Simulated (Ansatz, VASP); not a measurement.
Si3Sn: VASP beside Ansatz

```xyz
8
Lattice="4.0603 0.0000 0.0000 0.0000 4.0603 0.0000 0.0000 0.0000 11.5941" Properties=species:S:1:pos:R:3 pbc="T T T"
Si    2.0302    0.0000    1.3025
Si    2.0302    0.0000    7.0996
Si    0.0000    2.0302    4.4945
Si    0.0000    2.0302   10.2916
Si    2.0302    2.0302    0.0000
Si    2.0302    2.0302    5.7971
Sn    0.0000    4.0603    2.8985
Sn    0.0000    4.0603    8.6956
```

Alike in both runs: task single point; functional PBE; k mesh 6 × 6 × 2; occupations gaussian, width 0.2 eV; no spin polarisation.

|  | VASP | Ansatz |
| --- | --- | --- |
| version | VASP 6.6.1 | Ansatz 0.2.0 |
| potentials or method | VASP PAW PBE potentials, release 64 (Si, Sn_d), cutoff 520 eV | scalar-relativistic, plane waves, PAW |
| valence electrons in the cell | 52 | 52 |

VASP gave:

| Quantity | Value |
| --- | --- |
| gap on the k mesh at the Fermi level (eV) | 0.22 |
| least direct gap on the mesh (eV) | 0.50 |
| pressure (GPa) | -0.1 |
| traceless stress, the component that is largest in VASP (GPa) | -0.12 |
| rms of the force components (eV/Å) | 0.006 |

Problem. Which values does Ansatz return?

Solution. gap on the k mesh at the Fermi level (eV): 0.22; least direct gap on the mesh (eV): 0.50; pressure (GPa): 0.0; traceless stress, the component that is largest in VASP (GPa): -0.12; rms of the force components (eV/Å): 0.007.

Atom by atom the forces differ by 0.001 eV/Å (rms over components).
